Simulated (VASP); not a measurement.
# AlIn2N3 (Cmc2_1) in VASP: further runs

Runs on AlIn2N3. Level: PBEsol. Tasks: single point.

Everything below comes from runs of VASP 6.6.1. Logs are shortened: lines on timing, memory, paths and dates and some standing lists are left out, and cuts for length are marked.

## 1. The cell of the first run

It takes space group Cmc2_1 (No. 36, orthorhombic). The conventional cell has a = 9.881 Å, b = 5.687 Å, c = 5.560 Å, α = 90.00°, β = 90.00°, γ = 90.00°. Within 2.5 Å of Al (site symmetry m) lie 4 N at 1.86 to 1.90 Å. Within 2.8 Å of In (site symmetry 1) lie 4 N at 2.12 to 2.14 Å. N (site symmetry 1) has 1 Al at 1.86 Å and 3 In at 2.12 to 2.14 Å within 2.5 Å. Within 2.5 Å of N (site symmetry m) lie 2 Al at 1.88 to 1.90 Å and 2 In at 2.14 Å.

## 2. Single point, PBEsol (biaxial strain in the a-b plane: -3.0 %, then relaxed in part)

INCAR

```
SYSTEM = AlIn2N3
PREC = Accurate ; ENCUT = 600
EDIFF = 1E-6 ; ISMEAR = 0
SIGMA = 0.02 ; LREAL = .False.
LASPH = .True. ; NELM = 120
ALGO = Normal ; ISIF = 2
LWAVE = .False. ; LCHARG = .False.
GGA = PS ; NBANDS = 56
GGA_COMPAT = .False.
```

KPOINTS

```
Automatic mesh
0
Gamma
  6 6 6
  0 0 0
```

POSCAR

```
AlIn2N3
1.0
    4.9406989772     -2.8433680815      0.0000000000
    4.9406989772      2.8433680815      0.0000000000
    0.0000000000      0.0000000000      5.5597670361
Al In N
2 4 6
Direct
    0.3405997555      0.6594002445      0.9903208388
    0.6594002445      0.3405997555      0.4903208388
    0.9867011912      0.3364418458      0.9948765565
    0.6635581542      0.0132988088      0.9948765565
    0.0132988088      0.6635581542      0.4948765565
    0.3364418458      0.9867011912      0.4948765565
    0.9719307763      0.3320077195      0.3801837409
    0.6679922805      0.0280692237      0.3801837409
    0.0280692237      0.6679922805      0.8801837409
    0.3320077195      0.9719307763      0.8801837409
    0.3675645596      0.6324354404      0.3315585666
    0.6324354404      0.3675645596      0.8315585666
```

Potentials or basis: VASP PAW PBE potentials, release 64 (Al, In_d, N).

Started as:

```bash
cat potpaw_PBE.64/Al/POTCAR potpaw_PBE.64/In_d/POTCAR potpaw_PBE.64/N/POTCAR > POTCAR
mpirun -np 1 vasp_std > vasp.out
```

OUTCAR:

```text
SYSTEM = AlIn2N3
   PREC = Accurate
   ENCUT = 600
   EDIFF = 1E-6
   ISMEAR = 0
   LREAL = .False.
   LASPH = .True.
   NELM = 120
   ISIF = 2
   GGA = PS

 ion  position               nearest neighbor table
   1  0.341  0.659  0.990-   9 1.86  10 1.86  12 1.88  11 1.90   3 3.18   4 3.18   2 3.32   2 3.32
                             5 3.32   6 3.32   3 3.34   4 3.34   4 3.35   3 3.35   5 3.36   6 3.36
   2  0.659  0.341  0.490-   7 1.86   8 1.86  11 1.88  12 1.90   6 3.18   5 3.18   1 3.32   1 3.32
                             3 3.32   4 3.32   5 3.34   6 3.34   6 3.35   5 3.35   3 3.36   4 3.36
   3  0.987  0.336  0.995-   9 2.12  10 2.12  12 2.14   7 2.14   1 3.18   4 3.19   2 3.32   4 3.34
                             4 3.34   1 3.34   1 3.35   2 3.36   5 3.39   5 3.39   6 3.42   6 3.42
   4  0.664  0.013  0.995-  10 2.12   9 2.12  12 2.14   8 2.14   1 3.18   3 3.19   2 3.32   3 3.34
                             3 3.34   1 3.34   1 3.35   2 3.36   6 3.39   6 3.39   5 3.42   5 3.42
   5  0.013  0.664  0.495-   7 2.12   8 2.12  11 2.14   9 2.14   2 3.18   6 3.19   1 3.32   6 3.34
                             6 3.34   2 3.34   2 3.35   1 3.36   3 3.39   3 3.39   4 3.42   4 3.42
   6  0.336  0.987  0.495-   8 2.12   7 2.12  11 2.14  10 2.14   2 3.18   5 3.19   1 3.32   5 3.34
                             5 3.34   2 3.34   2 3.35   1 3.36   4 3.39   4 3.39   3 3.42   3 3.42
   7  0.972  0.332  0.380-   2 1.86   5 2.12   6 2.12   3 2.14
   8  0.668  0.028  0.380-   2 1.86   6 2.12   5 2.12   4 2.14
   9  0.028  0.668  0.880-   1 1.86   3 2.12   4 2.12   5 2.14
  10  0.332  0.972  0.880-   1 1.86   4 2.12   3 2.12   6 2.14
  11  0.368  0.632  0.332-   2 1.88   1 1.90   5 2.14   6 2.14
  12  0.632  0.368  0.832-   1 1.88   2 1.90   3 2.14   4 2.14

  LATTYP: Found a base centered orthorhombic cell.
 ALAT       =     5.6867361630
 B/A-ratio  =     1.7376220157
 C/A-ratio  =     0.9776727593

  Lattice vectors:

 A1 = (  -4.9406989772,  -2.8433680815,   0.0000000000)
 A2 = (   4.9406989772,  -2.8433680815,   0.0000000000)
 A3 = (   0.0000000000,   0.0000000000,   5.5597670361)

Analysis of symmetry for initial positions (statically):
=====================================================================
 Subroutine PRICEL returns:
 Original cell was already a primitive cell.

 Routine SETGRP: Setting up the symmetry group for a
 base centered orthorhombic supercell.

 Subroutine GETGRP returns: Found  4 space group operations
 (whereof  2 operations were pure point group operations)
 out of a pool of  8 trial point group operations.

The static configuration has the point symmetry C_1h.
 The point group associated with its full space group is C_2v.

Analysis of symmetry for dynamics (positions and initial velocities):
=====================================================================
 Subroutine PRICEL returns:
 Original cell was already a primitive cell.

 Routine SETGRP: Setting up the symmetry group for a
 base centered orthorhombic supercell.

 Subroutine GETGRP returns: Found  4 space group operations
 (whereof  2 operations were pure point group operations)
 out of a pool of  8 trial point group operations.

The dynamic configuration has the point symmetry C_1h.
 The point group associated with its full space group is C_2v.

 Subroutine INISYM returns: Found  4 space group operations
 (whereof  2 operations are pure point group operations),
 and found     1 'primitive' translations

----------------------------------------------------------------------------------------

                                     Primitive cell

  volume of cell :     156.2097

  direct lattice vectors                    reciprocal lattice vectors
     4.940698977 -2.843368081  0.000000000     0.101200256 -0.175847792  0.000000000
     4.940698977  2.843368081  0.000000000     0.101200256  0.175847792  0.000000000
     0.000000000  0.000000000  5.559767036     0.000000000  0.000000000  0.179863651

  length of vectors
     5.700460370  5.700460370  5.559767036     0.202888979  0.202888979  0.179863651

  position of ions in fractional coordinates (direct lattice)
     0.340599756  0.659400244  0.990320839
     0.659400244  0.340599756  0.490320839
     0.986701191  0.336441846  0.994876557
     0.663558154  0.013298809  0.994876557
     0.013298809  0.663558154  0.494876557
     0.336441846  0.986701191  0.494876557
     0.971930776  0.332007719  0.380183741
     0.667992281  0.028069224  0.380183741
     0.028069224  0.667992281  0.880183741
     0.332007719  0.971930776  0.880183741
     0.367564560  0.632435440  0.331558567
     0.632435440  0.367564560  0.831558567
[... 32 lines left out ...]
     0.033814830  0.033814830  0.029977275

  Shift w.r.t. Gamma in fractional coordinates (k-lattice)
     0.000000000  0.000000000  0.000000000

 Subroutine IBZKPT returns following result:
 ===========================================

 Found     52 irreducible k-points:

 Following reciprocal coordinates:
            Coordinates               Weight
  0.000000  0.000000  0.000000      1.000000
  0.166667  0.000000  0.000000      4.000000
  0.333333  0.000000  0.000000      4.000000
  0.500000  0.000000  0.000000      2.000000
  0.166667  0.166667  0.000000      2.000000
  0.333333  0.166667  0.000000      4.000000
[... 16 lines left out ...]
  0.333333  0.333333  0.166667      4.000000
  0.500000  0.333333  0.166667      8.000000
 [... further k-points ...]
   k-points           NKPTS =     52   k-points in BZ     NKDIM =     52   number of bands    NBANDS=     56
   number of dos      NEDOS =    301   number of ions     NIONS =     12
   total plane-waves  NPLWV = 110592
   dimension x,y,z NGX =    48 NGY =   48 NGZ =   48
   dimension x,y,z NGXF=    96 NGYF=   96 NGZF=   96
   ions per type =               2   4   6
   NGX,Y,Z   is equivalent  to a cutoff of  14.00, 14.00, 14.35 a.u.
   NGXF,Y,Z  is equivalent  to a cutoff of  28.00, 28.00, 28.71 a.u.
 SYSTEM =  AlIn2N3
   PREC   = accura    normal or accurate (medium, high low for compatibility)
   ISTART =      0    job   : 0-new  1-cont  2-samecut
   ICHARG =      2    charge: 1-file 2-atom 10-const
   ISPIN  =      1    spin polarized calculation?
   LNONCOLLINEAR =      F non collinear calculations
   LSORBIT =      F    spin-orbit coupling
   LASPH  =      T    aspherical Exc in radial PAW
   ENCUT  =  600.0 eV  44.10 Ry    6.64 a.u.  11.39 11.39 11.10*2*pi/ulx,y,z
   NELM   =    120;   NELMIN=  2; NELMDL= -5     # of ELM steps
   EDIFF  = 0.1E-05   stopping-criterion for ELM
   LREAL  =      F    real-space projection
   EDIFFG = 0.1E-04   stopping-criterion for IOM
   NSW    =      0    number of steps for IOM
   IBRION =     -1    ionic relax: 0-MD 1-quasi-New 2-CG
   NFREE  =      0    steps in history (QN), initial steepest desc. (CG)
   ISIF   =      2    stress and relaxation
   ISYM   =      2    0-nonsym 1-usesym 2-fastsym
   POTIM  = 0.5000    time-step for ionic-motion
   TEBEG  =    0.0;   TEEND  =   0.0 temperature during run
   PSTRESS=    0.0 pullay stress
   NELECT =      88.0000    total number of electrons
   NUPDOWN=      -1.0000    fix difference up-down
   EMIN   =  10.00;   EMAX   =-10.00  energy-range for DOS
   EFERMI =   0.00;   METHOD = LEGACY
   ISMEAR =     0;   SIGMA  =   0.02  broadening in eV -4-tet -1-fermi 0-gaus
   EFERMI_NEDOS =   21; number of points for ismear=-14 and -15
   IALGO  =     38    algorithm
   IMIX   =      4    mixing-type and parameters
     AMIX     =   0.40;   BMIX     =  1.00
     AMIX_MAG =   1.60;   BMIX_MAG =  1.00
  volume/ion in A,a.u.               =      13.02        87.85
  Fermi-wavevector in a.u.,A,eV,Ry     =   1.352072  2.555045 24.872779  1.828098
  Thomas-Fermi vector in A             =   2.479441
   LORBIT       =      0    0 simple, 1 ext, 2 COOP (PROOUT), +10 PAW based schemes
   GGA     = PS    functional components
   LHFCALC =     F    Hartree Fock is set to
   AEXX    =    0.0000 exact exchange contribution
   IVDW    =     0    specifies the selected vdW correction
   LEPSILON=     F    determine dielectric tensor
   LRPA    =     F    only Hartree local field effects (RPA)
 non-spin polarized calculation
 Gauss-broadening in eV      SIGMA  =   0.02
  energy-cutoff  :      600.00
  volume of cell :      156.21
 maximum number of plane-waves:      5258
 NGX is ok and might be reduce to    48
   NGX = 23   NGY = 23   NGZ = 23

 number of electron      88.0000002 magnetization

 Free energy of the ion-electron system (eV)
  ---------------------------------------------------
  ext. energy  EPLUGINS =         0.00000000
  ---------------------------------------------------
  free energy    TOTEN  =       -77.20157607 eV

  energy without entropy =      -77.20157607  energy(sigma->0) =      -77.20157607

 E-fermi :   7.0725     XC(G=0): -11.3123

 val. band max:        6.9275159599   @ k =   0.0000   0.0000   0.0000
 cond. band min:       7.8563200971   @ k =   0.0000   0.0000   0.0000
 fundamental gap:      0.9288041371
 Fermi energy:         7.0724603649

 k-point     1 :       0.0000    0.0000    0.0000
  band No.  band energies     occupation
      1      -8.1236      2.00000
      2      -7.8902      2.00000
      3      -7.6932      2.00000
      4      -7.6876      2.00000
      5      -7.4984      2.00000
      6      -7.3145      2.00000
[... 1405 lines left out ...]
     55      15.3414      0.00000
     56      15.6295      0.00000

 [... further k-points ...]

------------------------ aborting loop because EDIFF is reached ----------------------------------------

  FORCE on cell =-STRESS in cart. coord.  units (eV):
  Direction    XX          YY          ZZ          XY          YZ          ZX
  --------------------------------------------------------------------------------------
  -------------------------------------------------------------------------------------
  Total       10.2659900      9.9795610     -0.0016308      0.0000000      0.0000000      0.0000000
  in kB      105.2939339    102.3561525     -0.0167267      0.0000000      0.0000000      0.0000000
  external PRESSURE =      69.2111199 kB  Pullay stress =       0.0000000 kB

 VOLUME and BASIS-vectors are now :
 -----------------------------------------------------------------------------
  energy-cutoff  :      600.00
  volume of cell :      156.21
      direct lattice vectors                 reciprocal lattice vectors
     4.940698977 -2.843368081  0.000000000     0.101200256 -0.175847792  0.000000000
     4.940698977  2.843368081  0.000000000     0.101200256  0.175847792  0.000000000
     0.000000000  0.000000000  5.559767036     0.000000000  0.000000000  0.179863651

 POSITION                                       TOTAL-FORCE (eV/Angst)
 -----------------------------------------------------------------------------------
      4.94070      0.90647      5.50595        -0.000000     -0.000658      0.005384
      4.94070     -0.90647      2.72607        -0.000000      0.000658      0.005384
      6.53725     -1.84893      5.53128         0.002201     -0.000137      0.001016
      3.34415     -1.84893      5.53128        -0.002201     -0.000137      0.001016
      3.34415      1.84893      2.75140        -0.002201      0.000137      0.001016
      6.53725      1.84893      2.75140         0.002201      0.000137      0.001016
      6.44237     -1.81954      2.11373        -0.015069      0.009294      0.006174
      3.43903     -1.81954      2.11373         0.015069      0.009294      0.006174
      3.43903      1.81954      4.89362         0.015069     -0.009294      0.006174
      6.44237      1.81954      4.89362        -0.015069     -0.009294      0.006174
      4.94070      0.75313      1.84339        -0.000000     -0.017635     -0.019766
      4.94070     -0.75313      4.62327        -0.000000      0.017635     -0.019766
 -----------------------------------------------------------------------------------
    total drift:                                0.000000      0.000000     -0.002310

  FREE ENERGIE OF THE ION-ELECTRON SYSTEM (eV)
  ---------------------------------------------------
  free  energy   TOTEN  =       -77.2015760742 eV

  energy  without entropy=      -77.2015760742  energy(sigma->0) =      -77.20157607
```

Wall time 12 min (1 thread of Intel Xeon Platinum 8259CL at 2.50GHz (Skylake/Cascade Lake), shared host); peak memory 0.59 GiB.

Results:

```
Free energy            : -77.2016 eV
Pressure               : 6.9 GPa
Largest force          : 0.026 eV/Å
Band gap on the k mesh : 0.93 eV
```

Forces on the atoms (eV/Å):
```
Al   0.000 -0.001  0.005
Al   0.000  0.001  0.005
In   0.002  0.000  0.001
In  -0.002  0.000  0.001
In  -0.002  0.000  0.001
In   0.002  0.000  0.001
N   -0.015  0.009  0.006
N    0.015  0.009  0.006
N    0.015 -0.009  0.006
N   -0.015 -0.009  0.006
N    0.000 -0.018 -0.020
N    0.000  0.018 -0.020
```

Levels at points of the mesh, in eV from the valence-band top:
```tsv
k point	band 42	band 43	band 44	band 45	band 46	band 47
(0.00, 0.00, 0.00)	-0.33	-0.04	0.00	0.93	3.99	4.45
(0.50, 0.00, 0.00)	-0.82	-0.76	-0.49	3.60	3.71	4.74
(0.50, 0.50, 0.00)	-0.88	-0.67	-0.44	3.57	3.78	4.47
(0.00, 0.00, 0.50)	-0.33	-0.29	-0.29	3.31	3.31	5.83
(0.50, 0.00, 0.50)	-1.37	-1.09	-1.09	3.87	3.87	4.39
(0.50, 0.50, 0.50)	-1.30	-0.97	-0.97	3.82	3.82	4.52
```

Caveat: the cell differs from its parent crystal (biaxial strain in the a-b plane: -3.0 %, then relaxed in part); the cell stands under pressure; the PAW data sets were made with another functional, which shifts forces and pressure a little; spin-orbit coupling is left out, which moves the levels of the heavy elements.

## 3. Single point, PBEsol

This run uses another cell than the first one, of 12.68 Å³/atom.

INCAR

```
ALGO = Normal
EDIFF = 1E-7
ENCUT = 520
GGA = PS
ISIF = 2
ISMEAR = 0
LASPH = T
LCHARG = T
LELF = T
LREAL = F
LVHAR = T
LWAVE = F
NBANDS = 56
NELM = 60
PREC = Accurate
SIGMA = 0.02
```

KPOINTS

```
k-points
0
Gamma
  6 6 6
```

POSCAR

```
AlIn2N3
1.0
    4.9878176015     -2.8681171652      0.0000000000
    4.9878176015      2.8681171652      0.0000000000
    0.0000000000      0.0000000000      5.3166263799
Al In N
2 4 6
Direct
    0.3399013077      0.6600986923      0.9891252493
    0.6600986923      0.3399013077      0.4891252493
    0.9867268797      0.3366864211      0.9866775910
    0.6633135789      0.0132731203      0.9866775910
    0.0132731203      0.6633135789      0.4866775910
    0.3366864211      0.9867268797      0.4866775910
    0.9714533082      0.3318485288      0.3858687096
    0.6681514712      0.0285466918      0.3858687096
    0.0285466918      0.6681514712      0.8858687096
    0.3318485288      0.9714533082      0.8858687096
    0.3685352942      0.6314647058      0.3377821498
    0.6314647058      0.3685352942      0.8377821498
```

Potentials or basis: VASP PAW PBE potentials, release 64 (Al, In_d, N).

Started as:

```bash
cat potpaw_PBE.64/Al/POTCAR potpaw_PBE.64/In_d/POTCAR potpaw_PBE.64/N/POTCAR > POTCAR
mpirun -np 1 vasp_std > vasp.out
```

Wall time 8.2 min (1 thread of Intel Xeon Platinum 8259CL at 2.50GHz (Skylake/Cascade Lake), shared host); peak memory 0.51 GiB.

Results (log left out):

```yaml
Free_energy: -77.1169 eV
Pressure: 12.2 GPa
Largest_force: 0.019 eV/Å
Band_gap_on_the_k_mesh: 1.23 eV
```

Forces on the atoms (eV/Å):
```
Al   0.000  0.004 -0.002
Al   0.000 -0.004 -0.002
In   0.002 -0.001 -0.001
In  -0.002 -0.001 -0.001
In  -0.002  0.001 -0.001
In   0.002  0.001 -0.001
N   -0.015  0.008  0.007
N    0.015  0.008  0.007
N    0.015 -0.008  0.007
N   -0.015 -0.008  0.007
N    0.000 -0.015 -0.009
N    0.000  0.015 -0.009
```

Levels at points of the mesh, in eV from the valence-band top:
```
           k point  band 42  band 43  band 44  band 45  band 46  band 47
(0.00, 0.00, 0.00)    -0.07    -0.02     0.00     1.23     3.88     4.97
(0.50, 0.00, 0.00)    -0.72    -0.71    -0.48     3.92     3.99     5.09
(0.50, 0.50, 0.00)    -0.82    -0.58    -0.45     3.91     4.04     4.69
(0.00, 0.00, 0.50)    -0.37    -0.27    -0.27     3.55     3.55     6.24
(0.50, 0.00, 0.50)    -1.09    -1.02    -1.02     4.20     4.20     4.72
(0.50, 0.50, 0.50)    -1.13    -0.83    -0.83     4.20     4.20     4.88
```

Caveat: the cell stands under pressure; the PAW data sets were made with another functional, which shifts forces and pressure a little; spin-orbit coupling is left out, which moves the levels of the heavy elements.
